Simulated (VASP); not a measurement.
A run of VASP 6.6.1 is set up as follows.

INCAR

```
ALGO = Normal ; EDIFF = 1E-6
ENCUT = 910 ; GGA = PE
GGA_COMPAT = False ; ISIF = 2
ISMEAR = 0 ; LASPH = True
LCHARG = False ; LREAL = False
LWAVE = False ; NBANDS = 28
NELM = 120 ; PREC = Accurate
SIGMA = 0.1
```

File KPOINTS:

```
k-points
0
Gamma
  4 4 4
```

Contents of POSCAR:

```
BaZrO3
1.0
    4.2267268713      0.0000000000      0.0000000000
    0.0000000000      4.2267268713      0.0000000000
    0.0000000000      0.0000000000      4.2267268713
Ba Zr O
1 1 3
Direct
    0.5000000000      0.5000000000      0.5000000000
    0.0000000000      0.0000000000      0.0000000000
    0.5000000000      0.0000000000      0.0000000000
    0.0000000000      0.5000000000      0.0000000000
    0.0000000000      0.0000000000      0.5000000000
```

Potentials or basis: VASP PAW PBE potentials, release 64 (Ba_sv, Zr_sv, O_h).

The run is started by

```bash
$ cat potpaw_PBE.64/Ba_sv/POTCAR potpaw_PBE.64/Zr_sv/POTCAR potpaw_PBE.64/O_h/POTCAR > POTCAR
$ mpirun -np 1 vasp_std > vasp.out
```

**Question.** Predict the pressure.

**Answer.** 1.2 GPa.

**Question.** Estimate the band gap on the k mesh.

**Answer.** 3.13 eV, indirect (least direct gap 3.38 eV).

Caveat: the cutoff is under 1.25 times the usual one of these potentials, so pressure, stress and relaxed cells hold a basis-set (Pulay) error; spin-orbit coupling is left out, which moves the levels of the heavy elements. A k mesh can miss the band edges.
